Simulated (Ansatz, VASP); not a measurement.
**V: VASP beside Ansatz**

```xyz
1
Lattice="-1.5144 1.5144 1.5144 1.5144 -1.5144 1.5144 1.5144 1.5144 -1.5144" Properties=species:S:1:pos:R:3 pbc="T T T"
V     0.0000    0.0000    0.0000
```

Alike in both runs: task relaxation of cell and atoms; functional LDA; k mesh 12 × 12 × 12; occupations fermi-dirac, width 0.05 eV; collinear spin.

```csv
,VASP,Ansatz
version,VASP 6.6.1,Ansatz 0.2.0
potentials or method,"VASP PAW LDA potentials, release 64 (V_sv), cutoff 600 eV","all-electron LAPW, scalar-relativistic"
```

Ansatz gave:

- net moment per atom (μB): 0.00
- relaxed volume (Å³/atom): 12.49
- relaxed cell length with the largest relative difference (Å): 2.532

Q: Which values does VASP return?

A: net moment per atom (μB): 0.00; relaxed volume (Å³/atom): 12.52; relaxed cell length with the largest relative difference (Å): 2.534.

LDA's correlation is that of Perdew and Zunger in VASP and of Perdew and Wang (1992) in Ansatz. Ansatz ran all-electron here, and VASP with PAW potentials.
